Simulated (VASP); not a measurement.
# InP (b) (F-43m) in VASP: further runs

InP (b) is run at these levels: PBEsol; tasks: single point.

All numbers are computed with VASP 6.6.1; they aren't measurements. Logs are shortened: lines on timing, memory, paths and dates and some standing lists are left out, and cuts for length are marked.

## Step 1: The cell of the first run

The structure is cubic, space group F-43m (No. 216). Conventional cell: a = 5.904 Å, b = 5.904 Å, c = 5.904 Å, α = 90.00°, β = 90.00°, γ = 90.00°. In (site symmetry -43m) has 4 P at 2.56 Å within 3.4 Å. P (site symmetry -43m) has 4 In at 2.56 Å within 3.4 Å.

## Step 2: Single point, PBEsol

File INCAR:

```
SYSTEM = InP
ALGO = Normal
EDIFF = 1E-6
ENCUT = 500
GGA = PS
GGA_COMPAT = .False.
ISIF = 2
ISMEAR = 0
LASPH = .True.
LCHARG = .True.
LELF = .True.
LREAL = .False.
LVHAR = .True.
LWAVE = .False.
NBANDS = 16
NELM = 120
PREC = Accurate
SIGMA = 0.1
```

File KPOINTS:

```
k-points
0
Gamma
  6 6 6
  0 0 0
```

File POSCAR:

```
InP
1.0
    0.0000000000      2.9519763900      2.9519763900
    2.9519763900      0.0000000000      2.9519763900
    2.9519763900      2.9519763900      0.0000000000
In P
1 1
Direct
    0.0000000000      0.0000000000      0.0000000000
    0.2500000000      0.2500000000      0.2500000000
```

Potentials or basis: VASP PAW PBE potentials, release 64 (In_d, P).

Command:

```console
$ cat potpaw_PBE.64/In_d/POTCAR potpaw_PBE.64/P/POTCAR > POTCAR
$ mpirun -np 1 vasp_std > vasp.out
```

OUTCAR:

```text
SYSTEM = InP
   EDIFF = 1E-6
   ENCUT = 500
   GGA = PS
   ISIF = 2
   ISMEAR = 0
   LASPH = .True.
   LREAL = .False.
   NELM = 120
   PREC = Accurate

 ion  position               nearest neighbor table
   1  0.000  0.000  0.000-   2 2.56   2 2.56   2 2.56   2 2.56
   2  0.250  0.250  0.250-   1 2.56   1 2.56   1 2.56   1 2.56

  LATTYP: Found a face centered cubic cell.
 ALAT       =     5.9039527800

  Lattice vectors:

 A1 = (   0.0000000000,   2.9519763900,   2.9519763900)
 A2 = (   2.9519763900,   0.0000000000,   2.9519763900)
 A3 = (   2.9519763900,   2.9519763900,   0.0000000000)

Analysis of symmetry for initial positions (statically):
=====================================================================
 Subroutine PRICEL returns:
 Original cell was already a primitive cell.

 Routine SETGRP: Setting up the symmetry group for a
 face centered cubic supercell.

 Subroutine GETGRP returns: Found 24 space group operations
 (whereof 24 operations were pure point group operations)
 out of a pool of 48 trial point group operations.

The static configuration has the point symmetry T_d .

Analysis of symmetry for dynamics (positions and initial velocities):
=====================================================================
 Subroutine PRICEL returns:
 Original cell was already a primitive cell.

 Routine SETGRP: Setting up the symmetry group for a
 face centered cubic supercell.

 Subroutine GETGRP returns: Found 24 space group operations
 (whereof 24 operations were pure point group operations)
 out of a pool of 48 trial point group operations.

The dynamic configuration has the point symmetry T_d .

 Subroutine INISYM returns: Found 24 space group operations
 (whereof 24 operations are pure point group operations),
 and found     1 'primitive' translations

----------------------------------------------------------------------------------------

                                     Primitive cell

  volume of cell :      51.4480

  direct lattice vectors                    reciprocal lattice vectors
     0.000000000  2.951976390  2.951976390    -0.169378048  0.169378048  0.169378048
     2.951976390  0.000000000  2.951976390     0.169378048 -0.169378048  0.169378048
     2.951976390  2.951976390  0.000000000     0.169378048  0.169378048 -0.169378048

  length of vectors
     4.174725047  4.174725047  4.174725047     0.293371386  0.293371386  0.293371386

  position of ions in fractional coordinates (direct lattice)
     0.000000000  0.000000000  0.000000000
     0.250000000  0.250000000  0.250000000

  ion indices of the primitive-cell ions
   primitive index   ion index
                 1           1
                 2           2

----------------------------------------------------------------------------------------

 KPOINTS: k-points

Automatic generation of k-mesh.
 Grid dimensions read from file:
 generate k-points for:    6    6    6

 Generating k-lattice:

  Cartesian coordinates                     Fractional coordinates (reciprocal lattice)
    -0.028229675  0.028229675  0.028229675     0.166666667  0.000000000  0.000000000
     0.028229675 -0.028229675  0.028229675     0.000000000  0.166666667  0.000000000
     0.028229675  0.028229675 -0.028229675     0.000000000  0.000000000  0.166666667

  Length of vectors
     0.048895231  0.048895231  0.048895231

  Shift w.r.t. Gamma in fractional coordinates (k-lattice)
     0.000000000  0.000000000  0.000000000

 Subroutine IBZKPT returns following result:
 ===========================================

 Found     16 irreducible k-points:

 Following reciprocal coordinates:
            Coordinates               Weight
  0.000000  0.000000  0.000000      1.000000
  0.166667  0.000000  0.000000      8.000000
  0.333333  0.000000  0.000000      8.000000
  0.500000  0.000000  0.000000      4.000000
  0.166667  0.166667  0.000000      6.000000
  0.333333  0.166667  0.000000     24.000000
[... 8 lines left out ...]
 -0.333333  0.333333  0.166667     24.000000
 -0.333333  0.500000  0.166667     12.000000
   k-points           NKPTS =     16   k-points in BZ     NKDIM =     16   number of bands    NBANDS=     16
   number of dos      NEDOS =    301   number of ions     NIONS =      2
   total plane-waves  NPLWV =  27000
   dimension x,y,z NGX =    30 NGY =   30 NGZ =   30
   dimension x,y,z NGXF=    60 NGYF=   60 NGZF=   60
   ions per type =               1   1
   NGX,Y,Z   is equivalent  to a cutoff of  11.95, 11.95, 11.95 a.u.
   NGXF,Y,Z  is equivalent  to a cutoff of  23.89, 23.89, 23.89 a.u.
 SYSTEM =  InP
   PREC   = accura    normal or accurate (medium, high low for compatibility)
   ISTART =      0    job   : 0-new  1-cont  2-samecut
   ICHARG =      2    charge: 1-file 2-atom 10-const
   ISPIN  =      1    spin polarized calculation?
   LNONCOLLINEAR =      F non collinear calculations
   LSORBIT =      F    spin-orbit coupling
   LASPH  =      T    aspherical Exc in radial PAW
   ENCUT  =  500.0 eV  36.75 Ry    6.06 a.u.   7.61  7.61  7.61*2*pi/ulx,y,z
   NELM   =    120;   NELMIN=  2; NELMDL= -5     # of ELM steps
   EDIFF  = 0.1E-05   stopping-criterion for ELM
   LREAL  =      F    real-space projection
   EDIFFG = 0.1E-04   stopping-criterion for IOM
   NSW    =      0    number of steps for IOM
   IBRION =     -1    ionic relax: 0-MD 1-quasi-New 2-CG
   NFREE  =      0    steps in history (QN), initial steepest desc. (CG)
   ISIF   =      2    stress and relaxation
   ISYM   =      2    0-nonsym 1-usesym 2-fastsym
   POTIM  = 0.5000    time-step for ionic-motion
   TEBEG  =    0.0;   TEEND  =   0.0 temperature during run
   PSTRESS=    0.0 pullay stress
   NELECT =      18.0000    total number of electrons
   NUPDOWN=      -1.0000    fix difference up-down
   EMIN   =  10.00;   EMAX   =-10.00  energy-range for DOS
   EFERMI =   0.00;   METHOD = LEGACY
   ISMEAR =     0;   SIGMA  =   0.10  broadening in eV -4-tet -1-fermi 0-gaus
   EFERMI_NEDOS =   21; number of points for ismear=-14 and -15
   IALGO  =     38    algorithm
   IMIX   =      4    mixing-type and parameters
     AMIX     =   0.40;   BMIX     =  1.00
     AMIX_MAG =   1.60;   BMIX_MAG =  1.00
  volume/ion in A,a.u.               =      25.72       173.59
  Fermi-wavevector in a.u.,A,eV,Ry     =   1.153567  2.179925 18.105499  1.330717
  Thomas-Fermi vector in A             =   2.290210
   LORBIT       =      0    0 simple, 1 ext, 2 COOP (PROOUT), +10 PAW based schemes
   GGA     = PS    functional components
   LHFCALC =     F    Hartree Fock is set to
   AEXX    =    0.0000 exact exchange contribution
   IVDW    =     0    specifies the selected vdW correction
   LEPSILON=     F    determine dielectric tensor
   LRPA    =     F    only Hartree local field effects (RPA)
 non-spin polarized calculation
 Gauss-broadening in eV      SIGMA  =   0.10
  energy-cutoff  :      500.00
  volume of cell :       51.45
 maximum number of plane-waves:      1315
   NGX = 15   NGY = 15   NGZ = 15

 number of electron      17.9999997 magnetization

 Free energy of the ion-electron system (eV)
  ---------------------------------------------------
  ext. energy  EPLUGINS =         0.00000000
  ---------------------------------------------------
  free energy    TOTEN  =        -9.14130680 eV

  energy without entropy =       -9.14130481  energy(sigma->0) =       -9.14130580

 E-fermi :   5.1192     XC(G=0):  -9.3805

 val. band max:        4.8615614707   @ k =   0.0000   0.0000   0.0000
 cond. band min:       5.3560383148   @ k =   0.0000   0.0000   0.0000
 fundamental gap:      0.4944768441
 Fermi energy:         5.1191626147

 k-point     1 :       0.0000    0.0000    0.0000
  band No.  band energies     occupation
      1      -9.2525      2.00000
      2      -9.2525      2.00000
      3      -9.2525      2.00000
      4      -9.1089      2.00000
      5      -9.1089      2.00000
      6      -6.5384      2.00000
[... 8 lines left out ...]
     15      14.2516      0.00000
     16      14.2516      0.00000

 k-point     2 :       0.1667    0.0000    0.0000
  band No.  band energies     occupation
      1      -9.2821      2.00000
      2      -9.2407      2.00000
      3      -9.2407      2.00000
      4      -9.1085      2.00000
      5      -9.1085      2.00000
      6      -6.2331      2.00000
[... 8 lines left out ...]
     15      13.3958      0.00000
     16      14.0691      0.00000

 k-point     3 :       0.3333    0.0000    0.0000
  band No.  band energies     occupation
      1      -9.3375      2.00000
      2      -9.2221      2.00000
      3      -9.2221      2.00000
      4      -9.1025      2.00000
      5      -9.1025      2.00000
      6      -5.4451      2.00000
[... 8 lines left out ...]
     15      13.8633      0.00000
     16      13.8633      0.00000

 k-point     4 :       0.5000    0.0000    0.0000
  band No.  band energies     occupation
      1      -9.3636      2.00000
      2      -9.2158      2.00000
      3      -9.2158      2.00000
      4      -9.0962      2.00000
      5      -9.0962      2.00000
      6      -4.8595      2.00000
[... 8 lines left out ...]
     15      15.4138      0.00000
     16      15.4138      0.00000
[... 172 lines left out ...]
 k-point    14 :       0.5000    0.3333    0.1667
  band No.  band energies     occupation
      1      -9.3763      2.00000
      2      -9.2013      2.00000
      3      -9.1837      2.00000
      4      -9.1274      2.00000
      5      -9.0918      2.00000
      6      -4.8306      2.00000
[... 8 lines left out ...]
     15      15.7823      0.00000
     16      16.4690      0.00000

 k-point    15 :      -0.3333    0.3333    0.1667
  band No.  band energies     occupation
      1      -9.3853      2.00000
      2      -9.2019      2.00000
      3      -9.1736      2.00000
      4      -9.1222      2.00000
      5      -9.0963      2.00000
      6      -4.3632      2.00000
[... 8 lines left out ...]
     15      15.7670      0.00000
     16      16.3063      0.00000

 k-point    16 :      -0.3333    0.5000    0.1667
  band No.  band energies     occupation
      1      -9.4039      2.00000
      2      -9.1846      2.00000
      3      -9.1614      2.00000
      4      -9.1358      2.00000
      5      -9.0883      2.00000
      6      -4.1635      2.00000
[... 8 lines left out ...]
     15      16.0157      0.00000
     16      16.6855      0.00000

------------------------ aborting loop because EDIFF is reached ----------------------------------------

  FORCE on cell =-STRESS in cart. coord.  units (eV):
  Direction    XX          YY          ZZ          XY          YZ          ZX
  --------------------------------------------------------------------------------------
  -------------------------------------------------------------------------------------
  Total       -0.2786153     -0.2786153     -0.2786153      0.0000000      0.0000000     -0.0000000
  in kB       -8.6765458     -8.6765458     -8.6765458      0.0000000      0.0000000     -0.0000000
  external PRESSURE =      -8.6765458 kB  Pullay stress =       0.0000000 kB

 VOLUME and BASIS-vectors are now :
 -----------------------------------------------------------------------------
  energy-cutoff  :      500.00
  volume of cell :       51.45
      direct lattice vectors                 reciprocal lattice vectors
     0.000000000  2.951976390  2.951976390    -0.169378048  0.169378048  0.169378048
     2.951976390  0.000000000  2.951976390     0.169378048 -0.169378048  0.169378048
     2.951976390  2.951976390  0.000000000     0.169378048  0.169378048 -0.169378048

 POSITION                                       TOTAL-FORCE (eV/Angst)
 -----------------------------------------------------------------------------------
      0.00000      0.00000      0.00000         0.000000      0.000000      0.000000
      1.47599      1.47599      1.47599        -0.000000     -0.000000     -0.000000
 -----------------------------------------------------------------------------------
    total drift:                                0.000000      0.000000     -0.000000

  FREE ENERGIE OF THE ION-ELECTRON SYSTEM (eV)
  ---------------------------------------------------
  free  energy   TOTEN  =        -9.1413067965 eV

  energy  without entropy=       -9.1413048128  energy(sigma->0) =       -9.14130580
```

Wall time 8.3 s (1 thread of Intel Xeon Platinum 8559C (Emerald Rapids), shared host); peak memory 0.17 GiB.

Results:

| Property | Result |
| --- | --- |
| Free energy | -9.1413 eV |
| Pressure | -0.9 GPa |
| Band gap on the k mesh | 0.49 eV, direct |

Caveat: the PAW data sets were made with another functional, which shifts forces and pressure a little; spin-orbit coupling is left out, which moves the levels of the heavy elements.

(Part 1 of 2 ends here.)
